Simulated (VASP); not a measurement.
Write the native input for VASP 6.6.1 that does the following.

```
Task                   : single point
Functional             : PBE
Potentials or basis    : VASP PAW PBE potentials, release 64 (Al, Ru_pv)
Cutoff                 : 520 eV
k mesh                 : 4 × 4 × 6
Occupations            : gaussian, width 0.1 eV
Spin                   : no spin polarisation
Dipole correction      : no
Further INCAR settings : ALGO = Normal; EDIFF = 1e-07; NBANDS = 40
```

The structure of AlRu2 lies in POSCAR:

```
AlRu2
1.0
    5.1328705182      0.0000000000      0.0000000000
    0.0000000000      5.1328705182      0.0000000000
    0.0000000000      0.0000000000      3.3060870404
Al Ru
2 4
Direct
    0.0000000000      0.0000000000      0.0000000000
    0.5000000000      0.5000000000      0.5000000000
    0.3060000000      0.3060000000      0.0000000000
    0.1940000000      0.8060000000      0.5000000000
    0.6940000000      0.6940000000      0.0000000000
    0.8060000000      0.1940000000      0.5000000000
```

The input as run:

INCAR

```
PREC     = Accurate       # precision mode
ENCUT    = 520            # plane-wave cutoff, eV
EDIFF    = 1E-7           # SCF threshold, eV
ISMEAR   = 0              # smearing method
SIGMA    = 0.1            # smearing width, eV
LREAL    = False          # projectors in reciprocal space
LASPH    = True           # aspherical terms in the spheres
NELM     = 80             # most SCF steps
ALGO     = Normal         # electronic algorithm
ISIF     = 2              # what is computed and relaxed
LWAVE    = False          # write WAVECAR
LCHARG   = False          # write CHGCAR
GGA      = PE             # functional
NBANDS   = 40             # bands
```

KPOINTS

```
regular mesh
0
Gamma
  4 4 6
```

Potentials or basis: VASP PAW PBE potentials, release 64 (Al, Ru_pv).

Command:

```console
$ cat potpaw_PBE.64/Al/POTCAR potpaw_PBE.64/Ru_pv/POTCAR > POTCAR
$ mpirun -np 1 vasp_std > vasp.out
```

It gave:

```json
{
 "Pressure": "38.2 GPa",
 "Largest force": "2.377 eV/Å",
 "Band gap on the k mesh": "zero (bands 31 and 32 overlap by 0.94 eV)"
}
```

Caveat: the cell stands under pressure; forces of over 1 eV/Å act on the atoms, so gaps and moduli don't describe the material at rest.

Wall time 49 s on 1 thread of AMD EPYC 9R45 96-Core Processor (Zen 5), with other jobs on the host, peak memory 0.2 GiB.
